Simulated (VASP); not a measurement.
# Sr (P6_3/mmc) in VASP: single point with PBE

Aim: the single point of Sr with PBE.

All numbers are computed with VASP 6.6.1; they aren't measurements. Logs are shortened: lines on timing, memory, paths and dates and some standing lists are left out, and cuts for length are marked.

### 1 The cell of the first run

It takes space group P6_3/mmc (No. 194, hexagonal). Conventional cell: a = 4.526 Å, b = 4.526 Å, c = 7.402 Å, α = 90.00°, β = 90.00°, γ = 120.00°.

### 2 Single point, PBE (strain +0.050 along x and y, +0.050 along z)

The input, INCAR:

```
  PREC = Accurate
  ENCUT = 520
  EDIFF = 1E-7
  ISMEAR = 0
  SIGMA = 0.15
  LREAL = F
  LASPH = T
  NELM = 80
  ALGO = Fast
  ISIF = 2
  LWAVE = F
  LCHARG = F
  GGA = PE
  NBANDS = 17
```

The input, KPOINTS:

```
Automatic mesh
0
Gamma
  15 15 8
```

The input, POSCAR:

```
Sr
1.0
    4.5255002317      0.0000000000      0.0000000000
   -2.2627501159      3.9191981655      0.0000000000
    0.0000000000      0.0000000000      7.4025000000
Sr
2
Direct
    0.3333333333      0.6666666667      0.2500000000
    0.6666666667      0.3333333333      0.7500000000
```

Potentials or basis: VASP PAW PBE potentials, release 64 (Sr_sv).

Command:

```
> cat potpaw_PBE.64/Sr_sv/POTCAR > POTCAR
> mpirun -np 1 vasp_std > vasp.out
```

OUTCAR:

```text
PREC = Accurate
   ENCUT = 520
   EDIFF = 1E-7
   ISMEAR = 0
   LREAL = F
   LASPH = T
   NELM = 80
   ISIF = 2
   GGA = PE

 ion  position               nearest neighbor table
   1  0.333  0.667  0.250-   2 4.53   2 4.53   2 4.53   2 4.53   2 4.53   2 4.53
   2  0.667  0.333  0.750-   1 4.53   1 4.53   1 4.53   1 4.53   1 4.53   1 4.53

  LATTYP: Found a hexagonal cell.
 ALAT       =     4.5255002317
 C/A-ratio  =     1.6357307747

  Lattice vectors:

 A1 = (   4.5255002317,   0.0000000000,   0.0000000000)
 A2 = (  -2.2627501159,   3.9191981655,   0.0000000000)
 A3 = (   0.0000000000,   0.0000000000,   7.4025000000)

Analysis of symmetry for initial positions (statically):
=====================================================================
 Subroutine PRICEL returns:
 Original cell was already a primitive cell.

 Routine SETGRP: Setting up the symmetry group for a
 hexagonal supercell.

 Subroutine GETGRP returns: Found 24 space group operations
 (whereof 12 operations were pure point group operations)
 out of a pool of 24 trial point group operations.

The static configuration has the point symmetry D_3d.
 The point group associated with its full space group is D_6h.

Analysis of symmetry for dynamics (positions and initial velocities):
=====================================================================
 Subroutine PRICEL returns:
 Original cell was already a primitive cell.

 Routine SETGRP: Setting up the symmetry group for a
 hexagonal supercell.

 Subroutine GETGRP returns: Found 24 space group operations
 (whereof 12 operations were pure point group operations)
 out of a pool of 24 trial point group operations.

The dynamic configuration has the point symmetry D_3d.
 The point group associated with its full space group is D_6h.

 Subroutine INISYM returns: Found 24 space group operations
 (whereof 12 operations are pure point group operations),
 and found     1 'primitive' translations

----------------------------------------------------------------------------------------

                                     Primitive cell

  volume of cell :     131.2932

  direct lattice vectors                    reciprocal lattice vectors
     4.525500232  0.000000000  0.000000000     0.220970047  0.127577116  0.000000000
    -2.262750116  3.919198166  0.000000000     0.000000000  0.255154233  0.000000000
     0.000000000  0.000000000  7.402500000     0.000000000  0.000000000  0.135089497

  length of vectors
     4.525500232  4.525500232  7.402500000     0.255154233  0.255154233  0.135089497

  position of ions in fractional coordinates (direct lattice)
     0.333333333  0.666666667  0.250000000
     0.666666667  0.333333333  0.750000000

  ion indices of the primitive-cell ions
   primitive index   ion index
                 1           1
                 2           2

----------------------------------------------------------------------------------------

 KPOINTS: Automatic mesh

Automatic generation of k-mesh.
 Grid dimensions read from file:
 generate k-points for:   15   15    8

 Generating k-lattice:

  Cartesian coordinates                     Fractional coordinates (reciprocal lattice)
     0.014731336  0.008505141  0.000000000     0.066666667  0.000000000  0.000000000
     0.000000000  0.017010282  0.000000000     0.000000000  0.066666667  0.000000000
     0.000000000  0.000000000  0.016886187     0.000000000  0.000000000  0.125000000

  Length of vectors
     0.017010282  0.017010282  0.016886187

  Shift w.r.t. Gamma in fractional coordinates (k-lattice)
     0.000000000  0.000000000  0.000000000

 Subroutine IBZKPT returns following result:
 ===========================================

 Found    135 irreducible k-points:

 Following reciprocal coordinates:
            Coordinates               Weight
  0.000000  0.000000  0.000000      1.000000
  0.066667  0.000000  0.000000      6.000000
  0.133333  0.000000  0.000000      6.000000
  0.200000  0.000000  0.000000      6.000000
  0.266667  0.000000  0.000000      6.000000
  0.333333  0.000000  0.000000      6.000000
[... 16 lines left out ...]
  0.333333  0.200000  0.000000     12.000000
  0.400000  0.200000  0.000000      6.000000
 [... further k-points ...]
   k-points           NKPTS =    135   k-points in BZ     NKDIM =    135   number of bands    NBANDS=     17
   number of dos      NEDOS =    301   number of ions     NIONS =      2
   total plane-waves  NPLWV =  72576
   dimension x,y,z NGX =    36 NGY =   36 NGZ =   56
   dimension x,y,z NGXF=    72 NGYF=   72 NGZF=  112
   ions per type =               2
   NGX,Y,Z   is equivalent  to a cutoff of  13.22, 13.22, 12.58 a.u.
   NGXF,Y,Z  is equivalent  to a cutoff of  26.45, 26.45, 25.15 a.u.
 SYSTEM =  unknown system
   PREC   = accura    normal or accurate (medium, high low for compatibility)
   ISTART =      0    job   : 0-new  1-cont  2-samecut
   ICHARG =      2    charge: 1-file 2-atom 10-const
   ISPIN  =      1    spin polarized calculation?
   LNONCOLLINEAR =      F non collinear calculations
   LSORBIT =      F    spin-orbit coupling
   LASPH  =      T    aspherical Exc in radial PAW
   ENCUT  =  520.0 eV  38.22 Ry    6.18 a.u.   8.41  8.41 13.76*2*pi/ulx,y,z
   NELM   =     80;   NELMIN=  2; NELMDL= -5     # of ELM steps
   EDIFF  = 0.1E-06   stopping-criterion for ELM
   LREAL  =      F    real-space projection
   EDIFFG = 0.1E-05   stopping-criterion for IOM
   NSW    =      0    number of steps for IOM
   IBRION =     -1    ionic relax: 0-MD 1-quasi-New 2-CG
   NFREE  =      0    steps in history (QN), initial steepest desc. (CG)
   ISIF   =      2    stress and relaxation
   ISYM   =      2    0-nonsym 1-usesym 2-fastsym
   POTIM  = 0.5000    time-step for ionic-motion
   TEBEG  =    0.0;   TEEND  =   0.0 temperature during run
   PSTRESS=    0.0 pullay stress
   NELECT =      20.0000    total number of electrons
   NUPDOWN=      -1.0000    fix difference up-down
   EMIN   =  10.00;   EMAX   =-10.00  energy-range for DOS
   EFERMI =   0.00;   METHOD = LEGACY
   ISMEAR =     0;   SIGMA  =   0.15  broadening in eV -4-tet -1-fermi 0-gaus
   EFERMI_NEDOS =   21; number of points for ismear=-14 and -15
   IALGO  =     68    algorithm
   IMIX   =      4    mixing-type and parameters
     AMIX     =   0.40;   BMIX     =  1.00
     AMIX_MAG =   1.60;   BMIX_MAG =  1.00
  volume/ion in A,a.u.               =      65.65       443.01
  Fermi-wavevector in a.u.,A,eV,Ry     =   0.874321  1.652227 10.400792  0.764437
  Thomas-Fermi vector in A             =   1.993835
   LORBIT       =      0    0 simple, 1 ext, 2 COOP (PROOUT), +10 PAW based schemes
   GGA     = PE    functional components
   LHFCALC =     F    Hartree Fock is set to
   AEXX    =    0.0000 exact exchange contribution
   IVDW    =     0    specifies the selected vdW correction
   LEPSILON=     F    determine dielectric tensor
   LRPA    =     F    only Hartree local field effects (RPA)
 non-spin polarized calculation
 RMM-DIIS sequential band-by-band and
 Gauss-broadening in eV      SIGMA  =   0.15
  energy-cutoff  :      520.00
  volume of cell :      131.29
 maximum number of plane-waves:      3592
 NGX is ok and might be reduce to    36
   NGX = 17   NGY = 17   NGZ = 27

 number of electron      20.0000000 magnetization

 Free energy of the ion-electron system (eV)
  ---------------------------------------------------
  ext. energy  EPLUGINS =         0.00000000
  ---------------------------------------------------
  free energy    TOTEN  =        -3.17305249 eV

  energy without entropy =       -3.14422432  energy(sigma->0) =       -3.15863840

 E-fermi :   1.0296     XC(G=0):  -6.8359

 val. band max:        1.0078952255   @ k =   0.2667   0.0000   0.0000
 cond. band min:       1.0378680077   @ k =   0.2000   0.1333   0.0000
 fundamental gap:      0.0299727822
 Fermi energy:         1.0296314693

 k-point     1 :       0.0000    0.0000    0.0000
  band No.  band energies     occupation
      1     -35.9564      2.00000
      2     -35.9507      2.00000
      3     -17.9599      2.00000
      4     -17.8775      2.00000
      5     -17.8775      2.00000
      6     -17.8632      2.00000
[... 9 lines left out ...]
     16       3.4676      0.00000
     17       3.9021      0.00000

 k-point     2 :       0.0667    0.0000    0.0000
  band No.  band energies     occupation
      1     -35.9561      2.00000
      2     -35.9506      2.00000
      3     -17.9585      2.00000
      4     -17.8808      2.00000
      5     -17.8786      2.00000
      6     -17.8666      2.00000
[... 9 lines left out ...]
     16       3.5177      0.00000
     17       3.8163      0.00000

 k-point     3 :       0.1333    0.0000    0.0000
  band No.  band energies     occupation
      1     -35.9555      2.00000
      2     -35.9502      2.00000
      3     -17.9544      2.00000
      4     -17.8901      2.00000
      5     -17.8815      2.00000
      6     -17.8762      2.00000
[... 9 lines left out ...]
     16       3.5479      0.00000
     17       3.6783      0.00000

 k-point     4 :       0.2000    0.0000    0.0000
  band No.  band energies     occupation
      1     -35.9546      2.00000
      2     -35.9498      2.00000
      3     -17.9480      2.00000
      4     -17.9040      2.00000
      5     -17.8903      2.00000
      6     -17.8858      2.00000
[... 9 lines left out ...]
     16       3.5581      0.00000
     17       3.8755      0.00000
[... 343 lines left out ...]
      1     -35.9510      2.00000
      2     -35.9487      2.00000
      3     -17.9371      2.00000
      4     -17.9305      2.00000
      5     -17.9205      2.00000
      6     -17.9050      2.00000
[... 9 lines left out ...]
     16       4.0594      0.00000
     17       4.2470      0.00000

 k-point    23 :       0.3333    0.2000    0.0000
  band No.  band energies     occupation
      1     -35.9503      2.00000
      2     -35.9487      2.00000
      3     -17.9439      2.00000
      4     -17.9317      2.00000
      5     -17.9130      2.00000
      6     -17.9119      2.00000
[... 9 lines left out ...]
     16       3.9730      0.00000
     17       4.4821      0.00000

 k-point    24 :       0.4000    0.2000    0.0000
  band No.  band energies     occupation
      1     -35.9499      2.00000
      2     -35.9488      2.00000
      3     -17.9463      2.00000
      4     -17.9316      2.00000
      5     -17.9150      2.00000
      6     -17.9094      2.00000
[... 9 lines left out ...]
     16       3.9957      0.00000
     17       4.4428      0.00000

 [... further k-points ...]
[... 5 lines left out ...]
  --------------------------------------------------------------------------------------
  -------------------------------------------------------------------------------------
  Total       -1.2464494     -1.2464494     -1.2405269      0.0000000      0.0000000     -0.0000000
  in kB      -15.2104826    -15.2104826    -15.1382099      0.0000000      0.0000000     -0.0000000
  external PRESSURE =     -15.1863917 kB  Pullay stress =       0.0000000 kB

 VOLUME and BASIS-vectors are now :
 -----------------------------------------------------------------------------
  energy-cutoff  :      520.00
  volume of cell :      131.29
      direct lattice vectors                 reciprocal lattice vectors
     4.525500232  0.000000000  0.000000000     0.220970047  0.127577116  0.000000000
    -2.262750116  3.919198166  0.000000000     0.000000000  0.255154233  0.000000000
     0.000000000  0.000000000  7.402500000     0.000000000  0.000000000  0.135089497

 POSITION                                       TOTAL-FORCE (eV/Angst)
 -----------------------------------------------------------------------------------
     -0.00000      2.61280      1.85062         0.000000      0.000000      0.000000
      2.26275      1.30640      5.55187        -0.000000     -0.000000      0.000000
 -----------------------------------------------------------------------------------
    total drift:                               -0.000000      0.000000     -0.000000

  FREE ENERGIE OF THE ION-ELECTRON SYSTEM (eV)
  ---------------------------------------------------
  free  energy   TOTEN  =        -3.1730524867 eV

  energy  without entropy=       -3.1442243204  energy(sigma->0) =       -3.15863840
```

Run time: 7.9 min. Hardware: 1 thread of AMD EPYC 7R43 (Zen 3), shared host; peak memory 0.39 GiB.

What came out:

* Free energy: -3.1731 eV
* Pressure: -1.5 GPa
* Band gap on the k mesh: zero (band 10 reaches 1.22 eV, above the bottom of band 11 at 0.91 eV)

Caveat: the cell differs from its parent crystal (strain +0.050 along x and y, +0.050 along z).
